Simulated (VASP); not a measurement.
BeMo3, 8 atoms in the cell. Symmetry: Pm-3n, No. 223, cubic system. Conventional cell: a = 4.854 Å, b = 4.854 Å, c = 4.854 Å, α = 90.00°, β = 90.00°, γ = 90.00°. Within 3.6 Å of Be (site symmetry m-3) lie 12 Mo at 2.71 Å. Within 3.2 Å of Mo (site symmetry -4m2) lie 10 Mo at 2.43 to 2.97 Å and 4 Be at 2.71 Å. 

```yaml
Program: VASP 6.6.1
Task: single point
Functional: LDA
Potentials_or_basis: VASP PAW LDA potentials, release 64 (Be, Mo_sv)
Cutoff: 520 eV
k_mesh: 6 × 6 × 6
Occupations: methfessel-paxton, width 0.1 eV
Spin: no spin polarisation
Dipole_correction: no
Further_INCAR_settings: ALGO = Normal; EDIFF = 1e-07; NBANDS = 54
```

Potentials or basis: VASP PAW LDA potentials, release 64 (Be, Mo_sv).

The run is started by

```bash
$ cat potpaw_LDA.64/Be/POTCAR potpaw_LDA.64/Mo_sv/POTCAR > POTCAR
$ mpirun -np 1 vasp_std > vasp.out
```

Hardware: 1 thread of Intel(R) Xeon(R) Platinum 8488C (Sapphire Rapids), on a shared host.

Problem. Estimate the wall time of this run.

Solution. It took 74 s on 1 thread of Intel(R) Xeon(R) Platinum 8488C (Sapphire Rapids), on a shared host, peak memory 0.22 GiB. Counts: scf iterations 13, k points 20.
